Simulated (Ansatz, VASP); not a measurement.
# GaAs: VASP beside Ansatz

Contents of INCAR:

```
  PREC = Accurate
  ENCUT = 500
  EDIFF = 1E-6
  ISMEAR = -1
  SIGMA = 0.02
  LREAL = F
  LASPH = T
  NELM = 120
  ALGO = Normal
  ISIF = 2
  LWAVE = F
  LCHARG = T
  GGA = PE
  LELF = T
  LVHAR = T
  NBANDS = 16
  GGA_COMPAT = F
```

The input KPOINTS:

```
regular mesh
0
Gamma
  8 8 8
```

Contents of POSCAR:

```
GaAs
1.0
    0.0000000000      2.6645247171      2.6645247171
    2.6645247171      0.0000000000      2.6645247171
    2.6645247171      2.6645247171      0.0000000000
Ga As
1 1
Direct
    0.0000000000      0.0000000000      0.0000000000
    0.5000000000      0.5000000000      0.5000000000
```

Input for Ansatz:

```yaml
crystal:
  lattice:
    - [0.0, 2.6645247171, 2.6645247171]
    - [2.6645247171, 0.0, 2.6645247171]
    - [2.6645247171, 2.6645247171, 0.0]
  atoms:
    - { symbol: Ga, position: [0.0, 0.0, 0.0] }
    - { symbol: As, position: [0.5, 0.5, 0.5] }
kpoints:
  mp_grid: { grid: [8, 8, 8] }
  band_path:
    path:
      - [[0.0, 0.0, 0.0], [0.5, -1.613503573512e-35, 0.5], [0.625, 0.25, 0.625]]
      - [[0.375, 0.375, 0.75], [0.0, 0.0, 0.0], [0.5, 0.5, 0.5], [0.5, 0.25, 0.75], [0.5, -1.613503573512e-35, 0.5]]
    npoints: 10
hamiltonian:
  xc: pbe
scf:
  occupations: { method: fermi_dirac, width: 0.02 }
  n_extra_bands: 4
output:
  forces: true
  stress: true
  eigenvalues: true
```

Alike in both runs: task single point; functional PBE; k mesh 8 × 8 × 8; occupations fermi-dirac, width 0.02 eV; no spin polarisation.

```csv
,VASP,Ansatz
version,VASP 6.6.1,Ansatz 0.2.0
potentials or method,"VASP PAW PBE potentials, release 64 (Ga_d, As)","plane waves, PAW"
plane-wave cutoff (eV),500,420
valence electrons in the cell,18,28
```

```tsv
	VASP	Ansatz	Ansatz less VASP
pressure (GPa)	3.0	2.8	-0.19
```

VASP's potentials hold 18 valence electrons a cell and Ansatz's 28, so a difference there can come from the potentials and not from the codes.
